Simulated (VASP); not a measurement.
# YAlCu (P-62m) in VASP: further runs

YAlCu is run at these levels: LDA; tasks: single point.

Everything below comes from runs of VASP 6.6.1. Logs are shortened: lines on timing, memory, paths and dates and some standing lists are left out, and cuts for length are marked.

## Step 1: The cell of the first run

Symmetry: P-62m, No. 189, hexagonal system. The conventional cell has a = 7.020 Å, b = 7.020 Å, c = 4.004 Å, α = 90.00°, β = 90.00°, γ = 120.00°. Within 3.8 Å of Y (site symmetry m2m) lie 5 Cu at 2.91 Å and 6 Al at 3.19 to 3.22 Å and 4 Y at 3.66 Å. Al (site symmetry m2m) has 4 Cu at 2.58 to 2.76 Å and 2 Al at 2.83 Å and 6 Y at 3.19 to 3.22 Å within 3.4 Å. Cu (site symmetry -6) has 3 Al at 2.76 Å and 6 Y at 2.91 Å within 3.6 Å. Within 3.4 Å of Cu (site symmetry -62m) lie 6 Al at 2.58 Å and 3 Y at 2.91 Å.

## Step 2: Single point, LDA

File INCAR:

```
PREC = Accurate
ENCUT = 520
EDIFF = 1E-6
ISMEAR = -1
SIGMA = 0.05
LREAL = False
LASPH = True
NELM = 60
ALGO = Normal
ISIF = 2
LWAVE = False
LCHARG = False
NBANDS = 48
```

File KPOINTS:

```
regular mesh
0
Gamma
  5 5 7
```

File POSCAR:

```
YAlCu
1.0
    7.0197330000      0.0000000000      0.0000000000
   -3.5098670000      6.0792670000      0.0000000000
    0.0000000000      0.0000000000      4.0044810000
Y Al Cu
3 3 3
Direct
    0.0000000000      0.4141860000      0.5000000000
    0.5858140000      0.5858140000      0.5000000000
    0.4141860000      0.0000000000      0.5000000000
    0.0000000000      0.7673690000      0.0000000000
    0.2326310000      0.2326310000      0.0000000000
    0.7673690000      0.0000000000      0.0000000000
    0.3333333333      0.6666666667      0.0000000000
    0.6666666667      0.3333333333      0.0000000000
    0.0000000000      0.0000000000      0.5000000000
```

Potentials or basis: VASP PAW LDA potentials, release 64 (Y_sv, Al, Cu).

Run with:

```bash
cat potpaw_LDA.64/Y_sv/POTCAR potpaw_LDA.64/Al/POTCAR potpaw_LDA.64/Cu/POTCAR > POTCAR
mpirun -np 1 vasp_std > vasp.out
```

OUTCAR:

```text
PREC = Accurate
   ENCUT = 520
   EDIFF = 1E-6
   ISMEAR = -1
   LREAL = False
   LASPH = True
   NELM = 60
   ISIF = 2

 ion  position               nearest neighbor table
   1  0.000  0.414  0.500-   9 2.91   7 2.91   7 2.91   8 2.91   8 2.91   4 3.19   4 3.19   6 3.22
                             6 3.22   5 3.22   5 3.22   3 3.66   3 3.66   2 3.66   2 3.66
   2  0.586  0.586  0.500-   9 2.91   7 2.91   7 2.91   8 2.91   8 2.91   5 3.19   5 3.19   4 3.22
                             4 3.22   6 3.22   6 3.22   1 3.66   3 3.66   1 3.66   3 3.66
   3  0.414  0.000  0.500-   9 2.91   8 2.91   8 2.91   7 2.91   7 2.91   6 3.19   6 3.19   4 3.22
                             4 3.22   5 3.22   5 3.22   1 3.66   1 3.66   2 3.66   2 3.66
   4  0.000  0.767  0.000-   9 2.58   9 2.58   8 2.76   7 2.76   5 2.83   6 2.83   1 3.19   1 3.19
                             3 3.22   3 3.22   2 3.22   2 3.22
   5  0.233  0.233  0.000-   9 2.58   9 2.58   8 2.76   7 2.76   6 2.83   4 2.83   2 3.19   2 3.19
                             1 3.22   1 3.22   3 3.22   3 3.22
   6  0.767  0.000  0.000-   9 2.58   9 2.58   7 2.76   8 2.76   5 2.83   4 2.83   3 3.19   3 3.19
                             1 3.22   1 3.22   2 3.22   2 3.22
   7  0.333  0.667  0.000-   6 2.76   5 2.76   4 2.76   1 2.91   1 2.91   3 2.91   3 2.91   2 2.91
                             2 2.91
   8  0.667  0.333  0.000-   4 2.76   5 2.76   6 2.76   3 2.91   3 2.91   1 2.91   1 2.91   2 2.91
                             2 2.91
   9  0.000  0.000  0.500-   5 2.58   5 2.58   6 2.58   6 2.58   4 2.58   4 2.58   2 2.91   3 2.91
                             1 2.91

  LATTYP: Found a hexagonal cell.
 ALAT       =     7.0197330000
 C/A-ratio  =     0.5704605859

  Lattice vectors:

 A1 = (   7.0197330000,   0.0000000000,   0.0000000000)
 A2 = (  -3.5098670000,   6.0792670000,   0.0000000000)
 A3 = (   0.0000000000,   0.0000000000,   4.0044810000)

Analysis of symmetry for initial positions (statically):
=====================================================================
 Subroutine PRICEL returns:
 Original cell was already a primitive cell.

 Routine SETGRP: Setting up the symmetry group for a
 hexagonal supercell.

 Subroutine GETGRP returns: Found 12 space group operations
 (whereof 12 operations were pure point group operations)
 out of a pool of 24 trial point group operations.

The static configuration has the point symmetry D_3h.

Analysis of symmetry for dynamics (positions and initial velocities):
=====================================================================
 Subroutine PRICEL returns:
 Original cell was already a primitive cell.

 Routine SETGRP: Setting up the symmetry group for a
 hexagonal supercell.

 Subroutine GETGRP returns: Found 12 space group operations
 (whereof 12 operations were pure point group operations)
[... 124 lines left out ...]
   EMIN   =  10.00;   EMAX   =-10.00  energy-range for DOS
   EFERMI =   0.00;   METHOD = LEGACY
   ISMEAR =    -1;   SIGMA  =   0.05  broadening in eV -4-tet -1-fermi 0-gaus
   EFERMI_NEDOS =   21; number of points for ismear=-14 and -15
   IALGO  =     38    algorithm
   IMIX   =      4    mixing-type and parameters
     AMIX     =   0.40;   BMIX     =  1.00
     AMIX_MAG =   1.60;   BMIX_MAG =  1.00
  volume/ion in A,a.u.               =      18.99       128.14
  Fermi-wavevector in a.u.,A,eV,Ry     =   1.244102  2.351011 21.058950  1.547789
  Thomas-Fermi vector in A             =   2.378383
   LORBIT       =      0    0 simple, 1 ext, 2 COOP (PROOUT), +10 PAW based schemes
   GGA     = CA    functional components
   LHFCALC =     F    Hartree Fock is set to
   AEXX    =    0.0000 exact exchange contribution
   IVDW    =     0    specifies the selected vdW correction
   LEPSILON=     F    determine dielectric tensor
   LRPA    =     F    only Hartree local field effects (RPA)
 non-spin polarized calculation
  energy-cutoff  :      520.00
  volume of cell :      170.89
 maximum number of plane-waves:      4631
 NGX is ok and might be reduce to    54
   NGX = 27   NGY = 27   NGZ = 15

 number of electron      74.9999978 magnetization

 Free energy of the ion-electron system (eV)
  ---------------------------------------------------
  ext. energy  EPLUGINS =         0.00000000
  ---------------------------------------------------
  free energy    TOTEN  =       -51.70366186 eV

  energy without entropy =      -51.65197837  energy(sigma->0) =      -51.67782011

 E-fermi :   5.4154     XC(G=0): -10.8555

 val. band max:        5.4119583700   @ k =   0.4000  -0.0000   0.0000
 cond. band min:       5.4230241253   @ k =   0.2000   0.2000   0.1429
 fundamental gap:      0.0110657553
 Fermi energy:         5.4154401493

 k-point     1 :       0.0000    0.0000    0.0000
  band No.  band energies     occupation
      1     -36.7240      2.00000
      2     -36.6965      2.00000
      3     -36.6965      2.00000
      4     -17.0585      2.00000
      5     -16.9686      2.00000
      6     -16.9686      2.00000
[... 1009 lines left out ...]
     47       8.4483      0.00000
     48       8.7731      0.00000

------------------------ aborting loop because EDIFF is reached ----------------------------------------

  FORCE on cell =-STRESS in cart. coord.  units (eV):
  Direction    XX          YY          ZZ          XY          YZ          ZX
  --------------------------------------------------------------------------------------
  -------------------------------------------------------------------------------------
  Total       -4.7877341     -4.7877340     -5.4288628      0.0000004      0.0000000      0.0000000
  in kB      -44.8872046    -44.8872031    -50.8980802      0.0000037      0.0000000      0.0000000
  external PRESSURE =     -46.8908293 kB  Pullay stress =       0.0000000 kB

 VOLUME and BASIS-vectors are now :
 -----------------------------------------------------------------------------
  energy-cutoff  :      520.00
  volume of cell :      170.89
      direct lattice vectors                 reciprocal lattice vectors
     7.019733000  0.000000000  0.000000000     0.142455561  0.082246769  0.000000000
    -3.509867000  6.079267000  0.000000000     0.000000000  0.164493515  0.000000000
     0.000000000  0.000000000  4.004481000     0.000000000  0.000000000  0.249720251

 POSITION                                       TOTAL-FORCE (eV/Angst)
 -----------------------------------------------------------------------------------
     -1.45374      2.51795      2.00224        -0.007805      0.013518     -0.000000
      2.05613      3.56132      2.00224        -0.007805     -0.013518     -0.000000
      2.90748      0.00000      2.00224         0.015610      0.000000     -0.000000
     -2.69336      4.66504      0.00000         0.066701     -0.115529     -0.000000
      0.81650      1.41423      0.00000         0.066701      0.115529      0.000000
      5.38673      0.00000      0.00000        -0.133401      0.000000     -0.000000
     -0.00000      4.05284      0.00000        -0.000000      0.000000     -0.000000
      3.50987      2.02642      0.00000         0.000000      0.000000     -0.000000
      0.00000      0.00000      2.00224         0.000000      0.000000     -0.000000
 -----------------------------------------------------------------------------------
    total drift:                                0.000003      0.000007     -0.000000

  FREE ENERGIE OF THE ION-ELECTRON SYSTEM (eV)
  ---------------------------------------------------
  free  energy   TOTEN  =       -51.7036618634 eV

  energy  without entropy=      -51.6519783660  energy(sigma->0) =      -51.67782011
```

Run time: 3.5 min. Hardware: 1 thread of Intel Xeon Platinum 8488C (Sapphire Rapids), shared host; peak memory 0.32 GiB.

Results:

| Item | Value |
| --- | --- |
| Free energy | -51.7037 eV |
| Pressure | -4.7 GPa |
| Largest force | 0.133 eV/Å |
| Band gap on the k mesh | zero (an odd number of electrons rules out a gap without spin polarisation) |

Forces in eV/Å, atoms in the order of the input:
```
Y   -0.008  0.014  0.000
Y   -0.008 -0.014  0.000
Y    0.016  0.000  0.000
Al   0.067 -0.116  0.000
Al   0.067  0.116  0.000
Al  -0.133  0.000  0.000
Cu   0.000  0.000  0.000
Cu   0.000  0.000  0.000
Cu   0.000  0.000  0.000
```

Caveat: the cell stands under tension.

## Step 3: Single point, LDA

This run uses another cell than the first one, of 19.49 Å³/atom.

File INCAR:

```
ALGO = Normal
EDIFF = 1E-7
ENCUT = 520
ISIF = 2
ISMEAR = -1
LASPH = T
LCHARG = T
LELF = T
LREAL = F
LVHAR = T
LWAVE = F
NBANDS = 48
NELM = 100
PREC = Accurate
SIGMA = 0.05
```

File KPOINTS:

```
k-points
0
Gamma
  5 5 7
```

Changes to POSCAR since step 2:

```diff
@@ -2,5 +2,5 @@
 1.0
-    7.0197330000      0.0000000000      0.0000000000
-   -3.5098670000      6.0792670000      0.0000000000
-    0.0000000000      0.0000000000      4.0044810000
+    7.0815840548      0.0000000000      0.0000000000
+   -3.5407925318      6.1328315838      0.0000000000
+    0.0000000000      0.0000000000      4.0397645890
 Y Al Cu
```

Potentials or basis: VASP PAW LDA potentials, release 64 (Y_sv, Al, Cu).

Run with:

```bash
cat potpaw_LDA.64/Y_sv/POTCAR potpaw_LDA.64/Al/POTCAR potpaw_LDA.64/Cu/POTCAR > POTCAR
mpirun -np 1 vasp_std > vasp.out
```

OUTCAR:

```text
EDIFF = 1E-7
   ENCUT = 520
   ISIF = 2
   ISMEAR = -1
   LASPH = T
   LREAL = F
   NELM = 100
   PREC = Accurate

 ion  position               nearest neighbor table
   1  0.000  0.414  0.500-   9 2.93   7 2.94   7 2.94   8 2.94   8 2.94   4 3.21   4 3.21   6 3.25
                             6 3.25   5 3.25   5 3.25   3 3.69   3 3.69   2 3.69   2 3.69
   2  0.586  0.586  0.500-   9 2.93   7 2.94   7 2.94   8 2.94   8 2.94   5 3.21   5 3.21   4 3.25
                             4 3.25   6 3.25   6 3.25   1 3.69   3 3.69   1 3.69   3 3.69
   3  0.414  0.000  0.500-   9 2.93   8 2.94   8 2.94   7 2.94   7 2.94   6 3.21   6 3.21   4 3.25
                             4 3.25   5 3.25   5 3.25   1 3.69   1 3.69   2 3.69   2 3.69
   4  0.000  0.767  0.000-   9 2.61   9 2.61   8 2.79   7 2.79   5 2.85   6 2.85   1 3.21   1 3.21
                             3 3.25   3 3.25   2 3.25   2 3.25
   5  0.233  0.233  0.000-   9 2.61   9 2.61   8 2.79   7 2.79   6 2.85   4 2.85   2 3.21   2 3.21
                             1 3.25   1 3.25   3 3.25   3 3.25
   6  0.767  0.000  0.000-   9 2.61   9 2.61   7 2.79   8 2.79   5 2.85   4 2.85   3 3.21   3 3.21
                             1 3.25   1 3.25   2 3.25   2 3.25
   7  0.333  0.667  0.000-   6 2.79   5 2.79   4 2.79   1 2.94   1 2.94   3 2.94   3 2.94   2 2.94
                             2 2.94
   8  0.667  0.333  0.000-   4 2.79   5 2.79   6 2.79   3 2.94   3 2.94   1 2.94   1 2.94   2 2.94
[... 1224 lines left out ...]
------------------------ aborting loop because EDIFF is reached ----------------------------------------

  FORCE on cell =-STRESS in cart. coord.  units (eV):
  Direction    XX          YY          ZZ          XY          YZ          ZX
  --------------------------------------------------------------------------------------
  -------------------------------------------------------------------------------------
  Total       -7.0065545     -7.0065542     -7.6912326      0.0000006     -0.0000000     -0.0000000
  in kB      -63.9834381    -63.9834359    -70.2358785      0.0000053     -0.0000000     -0.0000000
  external PRESSURE =     -66.0675842 kB  Pullay stress =       0.0000000 kB

 VOLUME and BASIS-vectors are now :
 -----------------------------------------------------------------------------
  energy-cutoff  :      520.00
  volume of cell :      175.45
      direct lattice vectors                 reciprocal lattice vectors
     7.081584055  0.000000000  0.000000000     0.141211344  0.081528420  0.000000000
    -3.540792532  6.132831584  0.000000000     0.000000000  0.163056817  0.000000000
     0.000000000  0.000000000  4.039764589     0.000000000  0.000000000  0.247539177

 POSITION                                       TOTAL-FORCE (eV/Angst)
 -----------------------------------------------------------------------------------
     -1.46655      2.54013      2.01988         0.004856     -0.008411     -0.000000
      2.07425      3.59270      2.01988         0.004856      0.008411      0.000000
      2.93309      0.00000      2.01988        -0.009713      0.000000     -0.000000
     -2.71709      4.70614      0.00000         0.045688     -0.079134      0.000000
      0.82370      1.42669      0.00000         0.045688      0.079134      0.000000
      5.43419      0.00000      0.00000        -0.091376     -0.000000      0.000000
     -0.00000      4.08855      0.00000        -0.000000      0.000000      0.000000
      3.54079      2.04428      0.00000         0.000000      0.000000      0.000000
      0.00000      0.00000      2.01988        -0.000000     -0.000000      0.000000
 -----------------------------------------------------------------------------------
    total drift:                                0.000002      0.000006     -0.000000

  FREE ENERGIE OF THE ION-ELECTRON SYSTEM (eV)
  ---------------------------------------------------
  free  energy   TOTEN  =       -51.5427714572 eV

  energy  without entropy=      -51.4899529576  energy(sigma->0) =      -51.51636221
```

OSZICAR:

```text
N       E                     dE             d eps       ncg     rms          rms(c)
DAV:   1     0.683814222484E+03    0.68381E+03   -0.31123E+04  1920   0.176E+03
DAV:   2     0.215667950884E+02   -0.66225E+03   -0.64352E+03  1936   0.452E+02
DAV:   3    -0.501470416229E+02   -0.71714E+02   -0.67688E+02  2792   0.153E+02
DAV:   4    -0.576091641294E+02   -0.74621E+01   -0.73689E+01  3672   0.420E+01
DAV:   5    -0.579850526827E+02   -0.37589E+00   -0.37547E+00  3336   0.887E+00    0.600E+01
DAV:   6    -0.623090851657E+02   -0.43240E+01   -0.15590E+02  2432   0.201E+02    0.342E+01
DAV:   7    -0.517606013644E+02    0.10548E+02   -0.67791E+01  2776   0.964E+01    0.234E+01
DAV:   8    -0.525397276015E+02   -0.77913E+00   -0.76612E+00  3320   0.433E+01    0.118E+01
DAV:   9    -0.516638142579E+02    0.87591E+00   -0.33813E+00  3144   0.347E+01    0.542E+00
DAV:  10    -0.515434494095E+02    0.12036E+00   -0.92000E-01  2872   0.157E+01    0.174E+00
DAV:  11    -0.515488736465E+02   -0.54242E-02   -0.17102E-01  3272   0.345E+00    0.119E+00
DAV:  12    -0.515424539694E+02    0.64197E-02   -0.32071E-02  3048   0.279E+00    0.115E-01
DAV:  13    -0.515428003975E+02   -0.34643E-03   -0.43164E-03  3256   0.388E-01    0.123E-01
DAV:  14    -0.515428012717E+02   -0.87421E-06   -0.48108E-04  2888   0.304E-01    0.537E-02
DAV:  15    -0.515427731385E+02    0.28133E-04   -0.22047E-04  3304   0.250E-01    0.268E-02
DAV:  16    -0.515427714039E+02    0.17347E-05   -0.31888E-05  2904   0.898E-02    0.962E-03
DAV:  17    -0.515427715362E+02   -0.13234E-06   -0.20492E-06  2840   0.165E-02    0.823E-03
DAV:  18    -0.515427714572E+02    0.79011E-07   -0.57755E-07  2432   0.103E-02
   1 F= -.51542771E+02 E0= -.51516362E+02  d E =-.528185E-01
```

It took 4 min on 1 thread of Intel Xeon Platinum 8488C (Sapphire Rapids), shared host; peak memory 0.32 GiB.

Results:

* Free energy: -51.5428 eV
* Pressure: -6.6 GPa
* Largest force: 0.091 eV/Å
* Band gap on the k mesh: zero (an odd number of electrons rules out a gap without spin polarisation)

Forces on the atoms (eV/Å):
```
Y    0.005 -0.008  0.000
Y    0.005  0.008  0.000
Y   -0.010  0.000  0.000
Al   0.046 -0.079  0.000
Al   0.046  0.079  0.000
Al  -0.091  0.000  0.000
Cu   0.000  0.000  0.000
Cu   0.000  0.000  0.000
Cu   0.000  0.000  0.000
```

Stress tensor (GPa, compression positive):
```
-6.40  0.00  0.00
 0.00 -6.40  0.00
 0.00  0.00 -7.02
```

Levels at points of the mesh, in eV from the Fermi level:
```csv
k point,band 34,band 35,band 36,band 37,band 38,band 39,band 40,band 41
"(0.00, 0.00, 0.00)",-2.61,0.13,0.24,0.40,0.79,0.79,1.28,1.28
```

Caveat: the cell stands under tension.
